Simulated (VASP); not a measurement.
The system is CaSi3N2.

```xyz
6
Lattice="5.3955 0.0000 0.0000 -2.6978 4.6727 0.0000 0.0000 0.0000 5.1894" Properties=species:S:1:pos:R:3 pbc="T T T"
Ca    0.0000    0.0000    0.0000
Si    0.0000    0.0000    2.5947
Si    0.0000    3.1151    0.0000
Si    0.0000    3.1151    2.5947
N     2.6978    1.5576    0.5592
N     2.6978    1.5576    4.6302
```

The cell was generated, and may not be a known phase.

* Program: VASP 6.6.1
* Task: relaxation of cell and atoms
* Functional: PBE
* Potentials or basis: VASP PAW PBE potentials, release 64 (Ca_sv, Si, N)
* Cutoff: 600 eV
* k mesh: 6 × 6 × 4
* Occupations: gaussian, width 0.1 eV
* Spin: no spin polarisation

At the start: pressure 2.3 GPa; volume 21.81 Å³/atom.

**Question.** Where does the relaxation end?

**Answer.** Over 11 steps the energy falls by 25.2 meV/atom and the volume is 21.74 Å³/atom (-0.3 %); space group P-6m2 (No. 187, to 0.1 Å) before and after.

The path:
```
step  energy change (eV)  largest force (eV/Å)  pressure (GPa)  volume (Å³)
   1              0.0000                1.5989            2.25       130.83
   2              1.3777                9.9488           -8.41       136.52
   3             -0.0237                2.3180           -0.18       131.53
   4             -0.0277                1.6983            0.24       131.37
   5             -0.1325                1.2246           -1.52       134.67
   6             -0.1365                1.2956           -1.27       134.11
   7              0.6390               17.9668            8.21       131.56
   8             -0.1451                0.0432           -0.50       133.82
   9             -0.1451                0.0734           -0.48       133.81
  10             -0.1479                0.0472           -0.34       132.90
  11             -0.1511                0.0134            0.06       130.45
```

Final structure:
```
Ca Si N
1.0
     5.27921    0.00000    0.00000
    -2.63961    4.57193    0.00000
     0.00000    0.00000    5.40457
Ca Si N
1 3 2
Direct
  0.00000 0.00000 0.00000
  0.00000 0.00000 0.50000
  0.33333 0.66667 0.00000
  0.33333 0.66667 0.50000
  0.66667 0.33333 0.10500
  0.66667 0.33333 0.89500
```

Caveat: the standard files for N, O and F lose accuracy on very short bonds.
